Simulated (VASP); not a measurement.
# Pd (Fm-3m) in VASP: a series of runs

The runs below take Pd through single point, relaxation of cell and atoms, with LDA.

Program: VASP 6.6.1. These are calculated values, not measurements. Logs are shortened: lines on timing, memory, paths and dates and some standing lists are left out, and cuts for length are marked.

## (1) The cell of the first run

Symmetry: Fm-3m, No. 225, cubic system. Conventional cell: a = 3.842 Å, b = 3.842 Å, c = 3.842 Å, α = 90.00°, β = 90.00°, γ = 90.00°. Within 3.6 Å of Pd (site symmetry m-3m) lie 12 Pd at 2.72 Å.

## (2) Single point, LDA

The input, INCAR:

```
SYSTEM = Pd
PREC = Accurate
ENCUT = 500
EDIFF = 1E-6
ISMEAR = 1
SIGMA = 0.1
LREAL = .False.
LASPH = .True.
NELM = 120
ALGO = Normal
ISIF = 2
LWAVE = .False.
LCHARG = .True.
LELF = .True.
LVHAR = .True.
NBANDS = 11
GGA_COMPAT = .False.
```

The input, KPOINTS:

```
Automatic mesh
0
Gamma
  11 11 11
  0 0 0
```

The input, POSCAR:

```
Pd
1.0
    2.7165056547      0.0000000000      0.0000000000
    1.3582528273      2.3525629065      0.0000000000
    1.3582528273      0.7841876355      2.2180175791
Pd
1
Direct
    0.0000000000      0.0000000000      0.0000000000
```

Potentials or basis: VASP PAW LDA potentials, release 64 (Pd).

Command:

```sh
> cat potpaw_LDA.64/Pd/POTCAR > POTCAR
> mpirun -np 1 vasp_std > vasp.out
```

OUTCAR:

```text
SYSTEM = Pd
   PREC = Accurate
   ENCUT = 500
   EDIFF = 1E-6
   ISMEAR = 1
   LREAL = .False.
   LASPH = .True.
   NELM = 120
   ISIF = 2

 ion  position               nearest neighbor table
   1  0.000  0.000  0.000-

  LATTYP: Found a face centered cubic cell.
 ALAT       =     3.8417191391

  Lattice vectors:

 A1 = (   2.7165056547,   0.0000000000,   0.0000000000)
 A2 = (   1.3582528273,   2.3525629065,   0.0000000000)
 A3 = (   1.3582528273,   0.7841876355,   2.2180175791)

Analysis of symmetry for initial positions (statically):
=====================================================================
 Subroutine PRICEL returns:
 Original cell was already a primitive cell.

 Routine SETGRP: Setting up the symmetry group for a
 face centered cubic supercell.

 Subroutine GETGRP returns: Found 48 space group operations
 (whereof 48 operations were pure point group operations)
 out of a pool of 48 trial point group operations.

The static configuration has the point symmetry O_h .

Analysis of symmetry for dynamics (positions and initial velocities):
=====================================================================
 Subroutine PRICEL returns:
 Original cell was already a primitive cell.

 Routine SETGRP: Setting up the symmetry group for a
 face centered cubic supercell.

 Subroutine GETGRP returns: Found 48 space group operations
 (whereof 48 operations were pure point group operations)
 out of a pool of 48 trial point group operations.

The dynamic configuration has the point symmetry O_h .

 Subroutine INISYM returns: Found 48 space group operations
 (whereof 48 operations are pure point group operations),
 and found     1 'primitive' translations

----------------------------------------------------------------------------------------

                                     Primitive cell

  volume of cell :      14.1748

  direct lattice vectors                    reciprocal lattice vectors
     2.716505655  0.000000000  0.000000000     0.368119977 -0.212534168 -0.150284351
     1.358252827  2.352562907  0.000000000     0.000000000  0.425068336 -0.150284351
     1.358252827  0.784187636  2.218017579     0.000000000  0.000000000  0.450853054

  length of vectors
     2.716505655  2.716505655  2.716505655     0.450853054  0.450853054  0.450853054

  position of ions in fractional coordinates (direct lattice)
     0.000000000  0.000000000  0.000000000

  ion indices of the primitive-cell ions
   primitive index   ion index
                 1           1

----------------------------------------------------------------------------------------

 KPOINTS: Automatic mesh

Automatic generation of k-mesh.
 Grid dimensions read from file:
 generate k-points for:   11   11   11

 Generating k-lattice:

  Cartesian coordinates                     Fractional coordinates (reciprocal lattice)
     0.033465452 -0.019321288 -0.013662214     0.090909091 -0.000000000 -0.000000000
     0.000000000  0.038642576 -0.013662214     0.000000000  0.090909091  0.000000000
     0.000000000  0.000000000  0.040986641     0.000000000  0.000000000  0.090909091

  Length of vectors
     0.040986641  0.040986641  0.040986641

  Shift w.r.t. Gamma in fractional coordinates (k-lattice)
     0.000000000  0.000000000  0.000000000

 Subroutine IBZKPT returns following result:
 ===========================================

 Found     56 irreducible k-points:

 Following reciprocal coordinates:
            Coordinates               Weight
  0.000000  0.000000  0.000000      1.000000
  0.090909  0.000000 -0.000000      8.000000
  0.181818  0.000000 -0.000000      8.000000
  0.272727  0.000000 -0.000000      8.000000
  0.363636  0.000000  0.000000      8.000000
  0.454545 -0.000000 -0.000000      8.000000
[... 16 lines left out ...]
 -0.272727  0.181818  0.000000     24.000000
 -0.181818  0.181818  0.000000     12.000000
 [... further k-points ...]
   k-points           NKPTS =     56   k-points in BZ     NKDIM =     56   number of bands    NBANDS=     11
   number of dos      NEDOS =    301   number of ions     NIONS =      1
   total plane-waves  NPLWV =   8000
   dimension x,y,z NGX =    20 NGY =   20 NGZ =   20
   dimension x,y,z NGXF=    40 NGYF=   40 NGZF=   40
   ions per type =               1
   NGX,Y,Z   is equivalent  to a cutoff of  12.24, 12.24, 12.24 a.u.
   NGXF,Y,Z  is equivalent  to a cutoff of  24.48, 24.48, 24.48 a.u.
 SYSTEM =  Pd
   PREC   = accura    normal or accurate (medium, high low for compatibility)
   ISTART =      0    job   : 0-new  1-cont  2-samecut
   ICHARG =      2    charge: 1-file 2-atom 10-const
   ISPIN  =      1    spin polarized calculation?
   LNONCOLLINEAR =      F non collinear calculations
   LSORBIT =      F    spin-orbit coupling
   LASPH  =      T    aspherical Exc in radial PAW
   ENCUT  =  500.0 eV  36.75 Ry    6.06 a.u.   4.95  4.95  4.95*2*pi/ulx,y,z
   NELM   =    120;   NELMIN=  2; NELMDL= -5     # of ELM steps
   EDIFF  = 0.1E-05   stopping-criterion for ELM
   LREAL  =      F    real-space projection
   EDIFFG = 0.1E-04   stopping-criterion for IOM
   NSW    =      0    number of steps for IOM
   IBRION =     -1    ionic relax: 0-MD 1-quasi-New 2-CG
   NFREE  =      0    steps in history (QN), initial steepest desc. (CG)
   ISIF   =      2    stress and relaxation
   ISYM   =      2    0-nonsym 1-usesym 2-fastsym
   POTIM  = 0.5000    time-step for ionic-motion
   TEBEG  =    0.0;   TEEND  =   0.0 temperature during run
   PSTRESS=    0.0 pullay stress
   NELECT =      10.0000    total number of electrons
   NUPDOWN=      -1.0000    fix difference up-down
   EMIN   =  10.00;   EMAX   =-10.00  energy-range for DOS
   EFERMI =   0.00;   METHOD = LEGACY
   ISMEAR =     1;   SIGMA  =   0.10  broadening in eV -4-tet -1-fermi 0-gaus
   EFERMI_NEDOS =   21; number of points for ismear=-14 and -15
   IALGO  =     38    algorithm
   IMIX   =      4    mixing-type and parameters
     AMIX     =   0.40;   BMIX     =  1.00
     AMIX_MAG =   1.60;   BMIX_MAG =  1.00
  volume/ion in A,a.u.               =      14.17        95.66
  Fermi-wavevector in a.u.,A,eV,Ry     =   1.457368  2.754026 28.897705  2.123921
  Thomas-Fermi vector in A             =   2.574178
   LORBIT       =      0    0 simple, 1 ext, 2 COOP (PROOUT), +10 PAW based schemes
   GGA     = CA    functional components
   LHFCALC =     F    Hartree Fock is set to
   AEXX    =    0.0000 exact exchange contribution
   IVDW    =     0    specifies the selected vdW correction
   LEPSILON=     F    determine dielectric tensor
   LRPA    =     F    only Hartree local field effects (RPA)
 non-spin polarized calculation
 Methfessel and Paxton  Order N= 1 SIGMA  =   0.10
  energy-cutoff  :      500.00
  volume of cell :       14.17
 maximum number of plane-waves:       369
   NGX =  9   NGY =  9   NGZ =  9

 number of electron      10.0000005 magnetization

 Free energy of the ion-electron system (eV)
  ---------------------------------------------------
  ext. energy  EPLUGINS =         0.00000000
  ---------------------------------------------------
  free energy    TOTEN  =        -6.47692558 eV

  energy without entropy =       -6.47750147  energy(sigma->0) =       -6.47711754

 E-fermi :  10.3265     XC(G=0): -13.7590

 val. band max:       10.3122721910   @ k =  -0.4545   0.3636   0.0909
 cond. band min:      10.3485178452   @ k =   0.4545   0.1818  -0.0000
 fundamental gap:      0.0362456543
 Fermi energy:        10.3264860560

 k-point     1 :       0.0000    0.0000    0.0000
  band No.  band energies     occupation
      1       2.7380      2.00000
      2       7.2485      2.00000
      3       7.2485      2.00000
      4       7.2485      2.00000
      5       9.0031      2.00000
      6       9.0031      2.00000
      7      27.4271      0.00000
      8      32.3743      0.00000
      9      32.3743      0.00000
     10      32.3743      0.00000
     11      35.9702      0.00000

 k-point     2 :       0.0909    0.0000   -0.0000
  band No.  band energies     occupation
      1       3.0455      2.00000
      2       7.1391      2.00000
      3       7.3552      2.00000
      4       7.3552      2.00000
      5       8.9534      2.00000
      6       8.9534      2.00000
      7      27.7646      0.00000
      8      30.6884      0.00000
      9      32.7526      0.00000
     10      32.7526      0.00000
     11      36.0025      0.00000

 k-point     3 :       0.1818    0.0000   -0.0000
  band No.  band energies     occupation
      1       3.8513      2.00000
      2       6.9814      2.00000
      3       7.5492      2.00000
      4       7.5492      2.00000
      5       8.9441      2.00000
      6       8.9441      2.00000
      7      27.3870      0.00000
      8      28.7555      0.00000
      9      33.7222      0.00000
     10      33.7222      0.00000
     11      36.1059      0.00000

 k-point     4 :       0.2727    0.0000   -0.0000
  band No.  band energies     occupation
      1       4.6057      2.00000
      2       7.4148      2.00000
      3       7.5366      2.00000
      4       7.5366      2.00000
      5       9.2741      2.00000
      6       9.2741      2.00000
      7      24.2645      0.00000
      8      28.4150      0.00000
      9      34.3067      0.00000
     10      34.3067      0.00000
     11      35.9519      0.00000
[... 239 lines left out ...]
 k-point    22 :      -0.3636    0.1818    0.0000
  band No.  band energies     occupation
      1       5.4570      2.00000
      2       6.7522      2.00000
      3       7.8734      2.00000
      4       7.8864      2.00000
      5       9.6954      2.00000
      6      13.4622      0.00000
      7      19.4323      0.00000
      8      25.7771      0.00000
      9      29.3853      0.00000
     10      31.2771      0.00000
     11      36.0169      0.00000

 k-point    23 :      -0.2727    0.1818    0.0000
  band No.  band energies     occupation
      1       5.6493      2.00000
      2       6.8544      2.00000
      3       7.2534      2.00000
      4       8.0137      2.00000
      5       8.9475      2.00000
      6      11.8085     -0.00000
      7      22.6657      0.00000
      8      25.8315      0.00000
      9      30.1029      0.00000
     10      33.6956      0.00000
     11      35.0823      0.00000

 k-point    24 :      -0.1818    0.1818    0.0000
  band No.  band energies     occupation
      1       5.2952      2.00000
      2       6.5100      2.00000
      3       7.4621      2.00000
      4       8.2244      2.00000
      5       8.2877      2.00000
      6      10.4673     -0.06293
      7      25.6022      0.00000
      8      26.6742      0.00000
      9      31.6818      0.00000
     10      32.9917      0.00000
     11      35.8270      0.00000

 [... further k-points ...]

------------------------ aborting loop because EDIFF is reached ----------------------------------------

  FORCE on cell =-STRESS in cart. coord.  units (eV):
  Direction    XX          YY          ZZ          XY          YZ          ZX
  --------------------------------------------------------------------------------------
  -------------------------------------------------------------------------------------
  Total        0.0292081      0.0292081      0.0292081     -0.0000000      0.0000000     -0.0000000
  in kB        3.3013911      3.3013911      3.3013911     -0.0000000      0.0000000     -0.0000000
  external PRESSURE =       3.3013911 kB  Pullay stress =       0.0000000 kB

 VOLUME and BASIS-vectors are now :
 -----------------------------------------------------------------------------
  energy-cutoff  :      500.00
  volume of cell :       14.17
      direct lattice vectors                 reciprocal lattice vectors
     2.716505655  0.000000000  0.000000000     0.368119977 -0.212534168 -0.150284351
     1.358252827  2.352562907  0.000000000     0.000000000  0.425068336 -0.150284351
     1.358252827  0.784187636  2.218017579     0.000000000  0.000000000  0.450853054

 POSITION                                       TOTAL-FORCE (eV/Angst)
 -----------------------------------------------------------------------------------
      0.00000      0.00000      0.00000         0.000000     -0.000000      0.000000
 -----------------------------------------------------------------------------------
    total drift:                                0.000000      0.000000      0.000000

  FREE ENERGIE OF THE ION-ELECTRON SYSTEM (eV)
  ---------------------------------------------------
  free  energy   TOTEN  =        -6.4769255792 eV

  energy  without entropy=       -6.4775014701  energy(sigma->0) =       -6.47711754
```

Wall time 3.4 s (1 thread of Intel Xeon 6975P-C (Granite Rapids), shared host); peak memory 0.12 GiB.

What came out:

```yaml
Free_energy: -6.4769 eV
Pressure: 0.3 GPa
Band_gap_on_the_k_mesh: zero (band 5 reaches 10.57 eV, above the bottom of band 6 at 8.94 eV)
```

Levels at points of the mesh, in eV from the Fermi level:
| k point | band 1 | band 2 | band 3 | band 4 | band 5 | band 6 | band 7 | band 8 | band 9 | band 10 |
| --- | --- | --- | --- | --- | --- | --- | --- | --- | --- | --- |
| (0.00, 0.00, 0.00) | -7.59 | -3.08 | -3.08 | -3.08 | -1.32 | -1.32 | 17.10 | 22.05 | 22.05 | 22.05 |

## (3) Relaxation of cell and atoms, LDA

This run uses another cell than the first one, of 14.75 Å³/atom, 1.041 times its volume.

The input, INCAR:

```
ALGO     = Normal         # electronic algorithm
EDIFF    = 1E-7           # SCF threshold, eV
EDIFFG   = -0.02          # ionic threshold
ENCUT    = 500            # plane-wave cutoff, eV
GGA_COMPAT= F            
IBRION   = 2              # ionic algorithm
ISIF     = 3              # what is computed and relaxed
ISMEAR   = 1              # smearing method
LASPH    = T              # aspherical terms in the spheres
LCHARG   = F              # write CHGCAR
LREAL    = F              # projectors in reciprocal space
LWAVE    = F              # write WAVECAR
NELM     = 120            # most SCF steps
NELMIN   = 4            
NSW      = 80             # ionic steps
PREC     = Accurate       # precision mode
SIGMA    = 0.1            # smearing width, eV
```

The input, KPOINTS:

```
k-points
0
Gamma
  11 11 11
```

The input, POSCAR:

```
Pd
1.0
    2.7527670000      0.0000000000      0.0000000000
    1.3763835000      2.3839661527      0.0000000000
    1.3763835000      0.7946553842      2.2476248436
Pd
1
Direct
    0.0000000000      0.0000000000      0.0000000000
```

Potentials or basis: VASP PAW LDA potentials, release 64 (Pd).

Command:

```sh
> cat potpaw_LDA.64/Pd/POTCAR > POTCAR
> mpirun -np 1 vasp_std > vasp.out
```

It took 6.1 s on 1 thread of Intel Xeon 6975P-C (Granite Rapids), shared host; peak memory 0.13 GiB.

The run converged. Its results:

```
Free energy                            : -6.4772 eV
Relaxed volume                         : 14.20 Å³/atom
Relaxed cell                           : a = 2.718 Å, b = 2.718 Å, c = 2.718 Å, α = 60.00°, β = 60.00°, γ = 60.00°
Space group after relaxing (to 0.05 Å) : Fm-3m (No. 225)
Energy gained by relaxing              : 14.1 meV/atom
Ionic steps                            : 3
Pressure after relaxing                : -0.2 GPa
Band gap on the k mesh                 : zero (band 5 reaches 10.53 eV, above the bottom of band 6 at 8.91 eV)
```

The path:
| step | energy change (eV) | largest force (eV/Å) | pressure (GPa) | volume (Å³) |
| --- | --- | --- | --- | --- |
| 1 | 0.0000 | 0.0000 | -7.81 | 14.75 |
| 2 | 0.0347 | 0.0000 | 18.17 | 13.27 |
| 3 | -0.0141 | 0.0000 | -0.18 | 14.20 |

Final structure:
```xyz
1
Lattice="2.7184 0.0000 0.0000 1.3592 2.3542 0.0000 1.3592 0.7847 2.2196" Properties=species:S:1:pos:R:3 pbc="T T T"
Pd    0.0000    0.0000    0.0000
```

Levels at points of the mesh, in eV from the Fermi level:
```
           k point  band 2  band 3  band 4  band 5  band 6  band 7  band 8  band 9
(0.00, 0.00, 0.00)   -3.07   -3.07   -3.07   -1.32   -1.32   17.10   22.04   22.04
```

LDA usually gives volumes a few per cent too small. Zero-point motion and thermal expansion aren't in these numbers.
